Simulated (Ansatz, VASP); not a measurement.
PbS in VASP and in Ansatz

File POSCAR:

```
PbS
1.0
    0.0000000000      2.9657500000      2.9657500000
    2.9657500000      0.0000000000      2.9657500000
    2.9657500000      2.9657500000      0.0000000000
Pb S
1 1
Direct
    0.0000000000      0.0000000000      0.0000000000
    0.5000000000      0.5000000000      0.5000000000
```

INCAR.step1

```
PREC = Accurate
ENCUT = 520
ISMEAR = -1
SIGMA = 0.05
LREAL = False
LASPH = True
NELM = 100
NBANDS = 17
GGA = PE
ALGO = Normal
EDIFF = 1E-4
LWAVE = True
LCHARG = False
```

The input INCAR.step2:

```
PREC = Accurate
ENCUT = 520
EDIFF = 1E-6
ISMEAR = -1
SIGMA = 0.05
LREAL = False
LASPH = True
NELM = 100
ALGO = Normal
ISIF = 2
LWAVE = False
LCHARG = False
METAGGA = R2SCAN
LMIXTAU = True
NBANDS = 17
ISTART = 1
```

The input KPOINTS:

```
regular mesh
0
Gamma
  5 5 5
```

File input.yaml:

```yaml
crystal:
  lattice:
    - [0.0, 2.96575, 2.96575]
    - [2.96575, 0.0, 2.96575]
    - [2.96575, 2.96575, 0.0]
  atoms:
    - { symbol: Pb, position: [0.0, 0.0, 0.0] }
    - { symbol: S, position: [0.5, 0.5, 0.5] }
hamiltonian:
  xc: r2scan
  pseudopotentials: { kind: paw }
kpoints:
  mp_grid: { grid: [5, 5, 5] }
  band_path:
    path:
      - [[0.0, 0.0, 0.0], [0.5, 0.0, 0.5], [0.5, 0.25, 0.75], [0.375, 0.375, 0.75], [0.0, 0.0, 0.0], [0.5, 0.5, 0.5], [0.625, 0.25, 0.625], [0.5, 0.25, 0.75], [0.5, 0.5, 0.5], [0.375, 0.375, 0.75]]
      - [[0.625, 0.25, 0.625], [0.5, 0.0, 0.5]]
    npoints: 14
scf:
  occupations: { method: fermi_dirac, width: 0.05 }
  n_extra_bands: 6
output:
  forces: true
  stress: true
  eigenvalues: true
  fatbands: false
```

Alike in both runs: functional r2SCAN; k mesh 5 × 5 × 5; occupations fermi-dirac, width 0.05 eV; no spin polarisation.

```csv
,VASP,Ansatz
version,VASP 6.6.1,Ansatz 0.2.0
potentials or method,"VASP PAW PBE potentials, release 64 (Pb_d, S)",Ansatz PAW
plane-wave cutoff (eV),520,500
valence electrons in the cell,20,20
task,single point,band structure
```

```tsv
	VASP	Ansatz	Ansatz less VASP
pressure (GPa)	1.2	1.2	+0.02
```

VASP's potentials were made for PBE, not for r2SCAN.

Spin-orbit coupling is off throughout.
